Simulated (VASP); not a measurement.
Here is a VASP 6.6.1 calculation.

The input POSCAR:

```
B
1.0
   -1.1539685227      1.1539685227      1.1539685227
    1.1539685227     -1.1539685227      1.1539685227
    1.1539685227      1.1539685227     -1.1539685227
B
1
Direct
    0.0000000000      0.0000000000      0.0000000000
```

The input INCAR.step1:

```
SYSTEM = B
  ALGO = Normal
  EDIFF = 1E-5
  ENCUT = 520
  GGA = PE
  ISIF = 2
  ISMEAR = -1
  LASPH = .True.
  LCHARG = .False.
  LREAL = .False.
  LWAVE = .True.
  NBANDS = 8
  NELM = 100
  PREC = Accurate
  SIGMA = 0.1
```

Contents of INCAR.step2:

```
SYSTEM = B
  ALGO = Normal
  EDIFF = 1E-7
  ENCUT = 520
  GGA = PE
  HFSCREEN = 0.2079
  ISIF = 2
  ISMEAR = -1
  ISTART = 1
  LASPH = .True.
  LCHARG = .False.
  LHFCALC = .True.
  LREAL = .False.
  LWAVE = .False.
  NBANDS = 8
  NELM = 100
  PREC = Accurate
  PRECFOCK = Normal
  SIGMA = 0.1
```

The input KPOINTS:

```
k-points
0
Gamma
  10 10 10
  0 0 0
```

Potentials or basis: VASP PAW PBE potentials, release 64 (B).

Command:

```sh
$ cat potpaw_PBE.64/B/POTCAR > POTCAR
$ cp INCAR.step1 INCAR
$ mpirun -np 1 vasp_std > vasp.out
$ cp INCAR.step2 INCAR
$ mpirun -np 1 vasp_std > vasp.out
```

Estimate the pressure.

-3.6 GPa.

Caveat: the k points lie up to 0.39 Å⁻¹ apart; the PAW data sets were made with another functional, which shifts forces and pressure a little.
